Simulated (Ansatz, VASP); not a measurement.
**One calculation of Si2W, two programs**

```
CELL_PARAMETERS angstrom
0.00000 2.94513 2.94513
2.94513 0.00000 2.94513
2.94513 2.94513 0.00000
ATOMIC_POSITIONS crystal
Si 0.25000 0.25000 0.25000
Si 0.75000 0.75000 0.75000
W 0.50000 0.50000 0.50000
```

Alike in both runs: functional PBE; k mesh 14 × 14 × 14; occupations gaussian, width 0.1 eV; no spin polarisation.

Ansatz relaxed the structure, and its values are those at the end. VASP's run is a single point on that final structure, the one shown.

|  | VASP | Ansatz |
| --- | --- | --- |
| version | VASP 6.6.1 | Ansatz 0.2.0 |
| potentials or method | VASP PAW PBE potentials, release 64 (Si, W_sv), cutoff 500 eV | scalar-relativistic, plane waves, PAW |
| valence electrons in the cell | 22 | 22 |

|  | VASP | Ansatz | Ansatz less VASP |
| --- | --- | --- | --- |
| gap on the k mesh at the Fermi level (eV) | none | none | - |
| pressure (GPa) | 0.0 | 0.0 | -0.03 |

A gap of «none» marks a metal or a gap that the smearing closes. With one functional, cell and mesh, what is left measures potentials, basis and numerics.

Neither program's run includes spin-orbit coupling.
